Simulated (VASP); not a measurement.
Set up this calculation in VASP 6.6.1, as the native input.

* Task: single point
* Functional: PBE
* Potentials or basis: VASP PAW PBE potentials, release 64 (Zr_sv)
* Cutoff: 520 eV
* k mesh: 14 × 14 × 14
* Occupations: fermi-dirac, width 0.08 eV
* Spin: no spin polarisation
* Dipole correction: no
* Further INCAR settings: ALGO = Normal; EDIFF = 1e-07; NBANDS = 12

The structure of Zr lies in POSCAR:

```
Zr
1.0
   -1.8100000000      1.8100000000      1.7919000000
    1.8100000000     -1.8100000000      1.7919000000
    1.8100000000      1.8100000000     -1.7919000000
Zr
1
Direct
    0.0000000000      0.0000000000      0.0000000000
```

This isn't the form of Zr at room conditions, which is hcp.

This cell differs from its parent crystal: zz strain of -1 %.

One way to write it, as run:

INCAR

```
ALGO = Normal
EDIFF = 1E-7
ENCUT = 520
GGA = PE
ISIF = 2
ISMEAR = -1
LASPH = True
LCHARG = False
LREAL = False
LWAVE = False
NBANDS = 12
NELM = 100
PREC = Accurate
SIGMA = 0.08
```

KPOINTS

```
k-points
0
Gamma
  14 14 14
```

Potentials or basis: VASP PAW PBE potentials, release 64 (Zr_sv).

Launch:

```bash
$ cat potpaw_PBE.64/Zr_sv/POTCAR > POTCAR
$ mpirun -np 1 vasp_std > vasp.out
```

It gave:

```yaml
Pressure: -2.2 GPa
Band_gap_on_the_k_mesh: zero (bands 6 and 7 overlap by 1.70 eV)
```

Caveat: the cell differs from its parent crystal (zz strain of -1 %).

Wall time 42 s on 1 thread of Intel Xeon 8259CL, on a shared host, peak memory 0.19 GiB.
